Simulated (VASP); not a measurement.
Here is a VASP 6.6.1 calculation.

The input INCAR:

```
PREC     = Accurate       # precision mode
ENCUT    = 520            # plane-wave cutoff, eV
EDIFF    = 1E-7           # SCF threshold, eV
ISMEAR   = 0              # smearing method
SIGMA    = 0.15           # smearing width, eV
LREAL    = F              # projectors in reciprocal space
LASPH    = T              # aspherical terms in the spheres
NELM     = 80             # most SCF steps
ALGO     = Fast           # electronic algorithm
ISIF     = 2              # what is computed and relaxed
LWAVE    = F              # write WAVECAR
LCHARG   = F              # write CHGCAR
GGA      = PE             # functional
NBANDS   = 12             # bands
```

File KPOINTS:

```
Automatic mesh
0
Gamma
  22 22 22
```

POSCAR

```
Zn
1.0
    0.5381272491      2.1956033756      2.1956033756
    2.1956033756      0.5381272491      2.1956033756
    2.1956033756      2.1956033756      0.5381272491
Zn
1
Direct
    0.0000000000      0.0000000000      0.0000000000
```

Potentials or basis: VASP PAW PBE potentials, release 64 (Zn).

Command:

```sh
$ cat potpaw_PBE.64/Zn/POTCAR > POTCAR
$ mpirun -np 1 vasp_std > vasp.out
```

What does it give for the pressure?

31.4 GPa.

Estimate the band gap on the k mesh.

zero (bands 6 and 7 overlap by 7.96 eV).

Stress tensor (GPa, compression positive):
```
 31.37 -14.69 -14.69
-14.69  31.37 -14.69
-14.69 -14.69  31.37
```

Caveat: the cell stands under pressure.
